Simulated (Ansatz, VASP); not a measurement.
# Two plane-wave programs on Fe

Contents of INCAR:

```
SYSTEM = Fe
PREC = Accurate
ENCUT = 520
EDIFF = 1E-7
ISMEAR = -1
SIGMA = 0.05
LREAL = .FALSE.
LASPH = .TRUE.
NELM = 150
ALGO = Normal
ISIF = 2
LWAVE = .FALSE.
LCHARG = .TRUE.
ISPIN = 2
MAGMOM = 2.618
LORBIT = 11
LMAXMIX = 4
GGA = PE
LELF = .TRUE.
LVHAR = .TRUE.
NBANDS = 14
```

Contents of KPOINTS:

```
Automatic mesh
0
G
  17 17 17
  0 0 0
```

POSCAR

```
Fe
1.0
    0.0000000000      1.8681758289      1.8681758289
    1.8681758289      0.0000000000      1.8681758289
    1.8681758289      1.8681758289      0.0000000000
Fe
1
Direct
    0.0000000000      0.0000000000      0.0000000000
```

Input for Ansatz:

```yaml
crystal:
  lattice:
    - [0.0, 1.8681758289, 1.8681758289]
    - [1.8681758289, 0.0, 1.8681758289]
    - [1.8681758289, 1.8681758289, 0.0]
  atoms:
    - { symbol: Fe, position: [0.0, 0.0, 0.0], spin: 2.618 }
hamiltonian:
  xc: pbe
  pseudopotentials:
    kind: paw
    azcp:
      Fe: "pseudopotentials/Fe.paw.azcp"
basis:
  ecutwfc: 420
  fft_grid_basis: typed
kpoints:
  mp_grid: { grid: [17, 17, 17], shift: [0, 0, 0] }
magnetization:
  spin_polarized: true
scf:
  occupations: { method: fermi_dirac, width: 0.05 }
  lower_state_search: "off"
output:
  stress: true
```

Alike in both runs: task single point; functional PBE; k mesh 17 × 17 × 17; occupations fermi-dirac, width 0.05 eV; collinear spin.

```csv
,VASP,Ansatz
version,VASP 6.6.1,Ansatz 0.2.0
potentials or method,"VASP PAW PBE potentials, release 64 (Fe), cutoff 520 eV","plane waves (420 eV) with PAW, scalar-relativistic"
valence electrons in the cell,8,16
```

VASP gave:

| Property | Result |
| --- | --- |
| pressure (GPa) | -11.3 |
| net moment per atom (μB) | 2.67 |
| size of the moment on the site where the two differ most (μB) | 2.69 |

Task: Which values does Ansatz return?

Result: Pressure (GPa): -11.2; net moment per atom (μB): 2.68; size of the moment on the site where the two differ most (μB): 2.74.

Site moments also hang on the region over which each program counts them. With one functional, cell and mesh, what is left measures potentials, basis and numerics. VASP's potentials hold 8 valence electrons a cell and Ansatz's 16, so a difference there can come from the potentials and not from the codes.
